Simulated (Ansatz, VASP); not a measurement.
**InAs: VASP beside Ansatz**

```
In As
1.0
     0.00000    3.11568    3.11568
     3.11568    0.00000    3.11568
     3.11568    3.11568    0.00000
In As
1 1
Direct
  0.00000 0.00000 0.00000
  0.25000 0.25000 0.25000
```

Change from the starting cell: hydrostatic strain +2.0%.

Alike in both runs: task single point; functional PBE; k mesh 8 × 8 × 8; occupations fermi-dirac, width 0.02 eV; no spin polarisation.

|  | VASP | Ansatz |
| --- | --- | --- |
| version | VASP 6.6.1 | Ansatz 0.2.0 |
| potentials or method | VASP PAW PBE potentials, release 64 (In_d, As) | plane waves, PAW |
| plane-wave cutoff (eV) | 520 | 420 |
| valence electrons in the cell | 18 | 28 |

|  | VASP | Ansatz | Ansatz less VASP |
| --- | --- | --- | --- |
| pressure (GPa) | -1.0 | -1.0 | -0.04 |

The functional is the same, so the differences come from potentials, cutoffs and numerics. VASP's potentials hold 18 valence electrons a cell and Ansatz's 28, so a difference there can come from the potentials and not from the codes.
